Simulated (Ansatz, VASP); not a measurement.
**One calculation of BN, two programs**

INCAR

```
ALGO = Normal
EDIFF = 1E-6
ENCUT = 520
GGA = PS
ISIF = 2
ISMEAR = 0
LASPH = T
LCHARG = F
LREAL = F
LWAVE = F
NBANDS = 16
NELM = 80
PREC = Accurate
SIGMA = 0.05
```

Contents of KPOINTS:

```
k-points
0
Gamma
  12 12 4
```

The input POSCAR:

```
BN
1.0
    2.6061137322      0.0000000000      0.0000000000
   -1.3030568661      2.2569606973      0.0000000000
    0.0000000000      0.0000000000      6.6481961309
B N
2 2
Direct
    0.3333333333      0.6666666667      0.2500000000
    0.6666666667      0.3333333333      0.7500000000
    0.3333333333      0.6666666667      0.7500000000
    0.6666666667      0.3333333333      0.2500000000
```

Input for Ansatz:

```yaml
crystal:
  lattice:
    - [2.6061137322, 0.0, 0.0]
    - [-1.3030568661, 2.2569606973, 0.0]
    - [0.0, 0.0, 6.6481961309]
  atoms:
    - { symbol: B, position: [0.3333333333, 0.6666666667, 0.25] }
    - { symbol: B, position: [0.6666666667, 0.3333333333, 0.75] }
    - { symbol: "N", position: [0.3333333333, 0.6666666667, 0.75] }
    - { symbol: "N", position: [0.6666666667, 0.3333333333, 0.25] }
basis:
  ecutwfc: 520.0
kpoints:
  mp_grid: { grid: [12, 12, 4] }
hamiltonian:
  xc: pbesol
  pseudopotentials: { kind: paw, azcp: { folder: soft_1 } }
scf:
  occupations: { method: gaussian, width: 0.05 }
output:
  forces: true
  stress: true
  eigenvalues: true
```

Alike in both runs: task single point; functional PBEsol; k mesh 12 × 12 × 4; occupations gaussian, width 0.05 eV; no spin polarisation.

|  | VASP | Ansatz |
| --- | --- | --- |
| version | VASP 6.6.1 | Ansatz 0.2.0 |
| potentials or method | VASP PAW PBE potentials, release 64 (B, N), cutoff 520 eV | scalar-relativistic, plane waves, PAW |
| valence electrons in the cell | 16 | 16 |

|  | VASP | Ansatz | Ansatz less VASP |
| --- | --- | --- | --- |
| gap on the k mesh at the Fermi level (eV) | 3.95 | 3.95 | +0.006 |
| least direct gap on the mesh (eV) | 4.28 | 4.28 | +0.003 |
| pressure (GPa) | -23.6 | -23.9 | -0.33 |
| traceless stress, the component that is largest in VASP (GPa) | 24.08 | 24.53 | +0.457 |

VASP's potentials were made for PBE, not for PBEsol, and Ansatz warns of the same on its side. With one functional, cell and mesh, what is left measures potentials, basis and numerics.
